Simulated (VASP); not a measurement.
# Ta4O (P4/mmm) in VASP: notebook, part 2 of 2

VASP 6.6.1. The steps go on from the part before.

## (4) Single point, PBEsol

This run uses another cell than the first one, of 15.14 Å³/atom.

Input file INCAR:

```
  PREC = Accurate
  ENCUT = 520
  EDIFF = 1E-6
  ISMEAR = 0
  SIGMA = 0.1
  LREAL = F
  LASPH = T
  NELM = 100
  ALGO = Normal
  ISIF = 2
  LWAVE = F
  LCHARG = F
  GGA = PS
  NBANDS = 33
```

Input file KPOINTS:

```
Automatic mesh
0
Gamma
  12 12 6
```

Input file POSCAR:

```
Ta4O
1.0
    3.2110241804      0.0000000000      0.0000000000
    0.0000000000      3.2110241804      0.0000000000
    0.0000000000      0.0000000000      7.3417821703
Ta O
4 1
Direct
    0.0000000000      0.0000000000      0.5000000000
    0.5000000000      0.5000000000      0.7827839224
    0.5000000000      0.5000000000      0.2172160776
    0.0000000000      0.0000000000      0.0000000000
    0.5000000000      0.5000000000      0.5000000000
```

Potentials or basis: VASP PAW PBE potentials, release 64 (Ta_pv, O).

Launch:

```sh
cat potpaw_PBE.64/Ta_pv/POTCAR potpaw_PBE.64/O/POTCAR > POTCAR
mpirun -np 1 vasp_std > vasp.out
```

OUTCAR:

```text
PREC = Accurate
   ENCUT = 520
   EDIFF = 1E-6
   ISMEAR = 0
   LREAL = F
   LASPH = T
   NELM = 100
   ISIF = 2
   GGA = PS

 ion  position               nearest neighbor table
   1  0.000  0.000  0.500-   5 2.27   5 2.27   5 2.27   5 2.27   3 3.08   3 3.08   2 3.08   3 3.08
                             2 3.08   2 3.08   3 3.08   2 3.08
   2  0.500  0.500  0.783-   5 2.08   4 2.77   4 2.77   4 2.77   4 2.77   1 3.08   1 3.08   1 3.08
                             1 3.08   3 3.19
[... 1075 lines left out ...]
  -------------------------------------------------------------------------------------
  Total        0.1385774      0.1385774      0.2387452      0.0000000      0.0000000      0.0000000
  in kB        2.9330154      2.9330154      5.0530854      0.0000000      0.0000000      0.0000000
  external PRESSURE =       3.6397054 kB  Pullay stress =       0.0000000 kB

 VOLUME and BASIS-vectors are now :
 -----------------------------------------------------------------------------
  energy-cutoff  :      520.00
  volume of cell :       75.70
      direct lattice vectors                 reciprocal lattice vectors
     3.211024180  0.000000000  0.000000000     0.311427116  0.000000000  0.000000000
     0.000000000  3.211024180  0.000000000     0.000000000  0.311427116  0.000000000
     0.000000000  0.000000000  7.341782170     0.000000000  0.000000000  0.136206711

 POSITION                                       TOTAL-FORCE (eV/Angst)
 -----------------------------------------------------------------------------------
      0.00000      0.00000      3.67089         0.000000      0.000000      0.000000
      1.60551      1.60551      5.74703         0.000000     -0.000000      0.038066
      1.60551      1.60551      1.59475         0.000000      0.000000     -0.038066
      0.00000      0.00000      0.00000         0.000000      0.000000      0.000000
      1.60551      1.60551      3.67089         0.000000      0.000000      0.000000
 -----------------------------------------------------------------------------------
    total drift:                                0.000000     -0.000000      0.000000

  FREE ENERGIE OF THE ION-ELECTRON SYSTEM (eV)
  ---------------------------------------------------
  free  energy   TOTEN  =       -58.5684135631 eV

  energy  without entropy=      -58.5601726785  energy(sigma->0) =      -58.56429312
```

OSZICAR:

```text
N       E                     dE             d eps       ncg     rms          rms(c)
DAV:   1     0.489336447441E+03    0.48934E+03   -0.27741E+04  7400   0.159E+03
DAV:   2    -0.370280030655E+02   -0.52636E+03   -0.51046E+03  8196   0.470E+02
DAV:   3    -0.625321153748E+02   -0.25504E+02   -0.24834E+02  9327   0.953E+01
DAV:   4    -0.630599456845E+02   -0.52783E+00   -0.52174E+00  8999   0.131E+01
DAV:   5    -0.630731297717E+02   -0.13184E-01   -0.13158E-01  9615   0.161E+00    0.327E+01
DAV:   6    -0.602229931739E+02    0.28501E+01   -0.26555E+01  9619   0.363E+01    0.163E+01
DAV:   7    -0.596144176824E+02    0.60858E+00   -0.16311E+01 10227   0.181E+01    0.111E+01
DAV:   8    -0.585885667698E+02    0.10259E+01   -0.37932E+00  9484   0.123E+01    0.237E+00
DAV:   9    -0.585704811797E+02    0.18086E-01   -0.33953E-01  9151   0.374E+00    0.700E-01
DAV:  10    -0.585690805151E+02    0.14007E-02   -0.25340E-02  9032   0.100E+00    0.393E-01
DAV:  11    -0.585685760969E+02    0.50442E-03   -0.47064E-03  9990   0.501E-01    0.856E-02
DAV:  12    -0.585684390719E+02    0.13702E-03   -0.13637E-03  9606   0.269E-01    0.524E-02
DAV:  13    -0.585684202382E+02    0.18834E-04   -0.12265E-04 10019   0.702E-02    0.259E-02
DAV:  14    -0.585684137252E+02    0.65130E-05   -0.50856E-05  9717   0.472E-02    0.470E-03
DAV:  15    -0.585684135631E+02    0.16210E-06   -0.23871E-06  6878   0.990E-03
   1 F= -.58568414E+02 E0= -.58564293E+02  d E =-.824088E-02
```

It took 6.5 min on 1 thread of Intel Xeon 8259CL, shared host; peak memory 0.34 GiB.

Results:

```
Free energy            : -58.5684 eV
Pressure               : 0.4 GPa
Largest force          : 0.038 eV/Å
Band gap on the k mesh : zero (bands 25 and 26 overlap by 1.04 eV)
```

Forces in eV/Å, atoms in the order of the input:
```
Ta   0.000  0.000  0.000
Ta   0.000  0.000  0.038
Ta   0.000  0.000 -0.038
Ta   0.000  0.000  0.000
O    0.000  0.000  0.000
```

Stress tensor (GPa, compression positive):
```
0.29 0.00 0.00
0.00 0.29 0.00
0.00 0.00 0.51
```

Levels at points of the mesh, in eV from the Fermi level:
| k point | band 21 | band 22 | band 23 | band 24 | band 25 | band 26 | band 27 | band 28 | band 29 | band 30 |
| --- | --- | --- | --- | --- | --- | --- | --- | --- | --- | --- |
| (0.00, 0.00, 0.00) | -2.80 | -1.68 | -0.50 | -0.50 | -0.09 | 0.53 | 1.09 | 1.09 | 1.31 | 1.70 |
| (0.50, 0.00, 0.00) | -1.54 | -1.15 | -0.96 | -0.68 | 0.20 | 0.96 | 0.99 | 1.44 | 1.80 | 1.96 |
| (0.50, 0.50, 0.00) | -2.11 | -1.54 | -1.54 | -0.62 | -0.62 | 1.82 | 2.48 | 2.94 | 2.94 | 3.41 |
| (0.00, 0.00, 0.50) | -3.62 | -0.65 | -0.56 | -0.56 | 0.28 | 0.69 | 0.69 | 0.80 | 1.15 | 1.79 |
| (0.50, 0.00, 0.50) | -1.71 | -1.22 | -1.06 | -0.57 | -0.44 | 1.11 | 1.37 | 1.54 | 1.90 | 2.39 |
| (0.50, 0.50, 0.50) | -2.79 | -1.79 | -1.79 | 0.16 | 0.16 | 1.82 | 2.02 | 2.02 | 3.04 | 3.41 |

Caveat: the PAW data sets were made with another functional, which shifts forces and pressure a little; spin-orbit coupling is left out, which moves the levels of the heavy elements.

## (5) Overview

```tsv
level	potentials or basis	cell	k mesh	gap on the mesh (eV)	pressure (GPa)	largest force (eV/Å)
PBE	VASP PAW PBE potentials, release 64 (Ta_pv, O)	a = 3.257, b = 3.257, c = 7.409 Å, 5 atoms	14 × 14 × 6	none	-0.5	0.03
LDA	VASP PAW LDA potentials, release 64 (Ta_pv, O)	a = 3.180, b = 3.180, c = 7.307 Å, 5 atoms	12 × 12 × 6	none	1.1	0.04
PBEsol	VASP PAW PBE potentials, release 64 (Ta_pv, O)	a = 3.211, b = 3.211, c = 7.342 Å, 5 atoms	12 × 12 × 6	none	0.4	0.04
```

Alike in all rows: task single point; no spin polarisation; cutoff (eV) 520; smearing gaussian 0.1 eV.

Caveats: spin-orbit coupling is left out, which moves the levels of the heavy elements; the PAW data sets were made with another functional, which shifts forces and pressure a little (at least some runs).

Total energies depend on the potentials used, so only differences within one code and one set of settings carry meaning.
